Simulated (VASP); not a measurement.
The system is SrCl2.

```
Sr Cl
1.0
     0.00000    3.48835    3.48835
     3.48835    0.00000    3.48835
     3.48835    3.48835    0.00000
Sr Cl
1 2
Direct
  0.00000 0.00000 0.00000
  0.25000 0.25000 0.25000
  0.75000 0.75000 0.75000
```

Program: VASP 6.6.1. Alike in all runs: task single point; potentials or basis VASP PAW PBE potentials, release 64 (Sr_sv, Cl); no spin polarisation; cell as given; k mesh 5 × 5 × 5, shifted; cutoff (eV) 500; smearing gaussian 0.01 eV.

Question: Order these runs on this cell by their band gap on the k mesh, lowest first.
A. level revPBE
B. level PBEsol
C. level PBE

Answer: B (5.46 eV), C (5.65 eV), A (5.91 eV).

Caveats: a shifted mesh leaves out Γ, where band edges can lie.

A k mesh can miss the band edges.
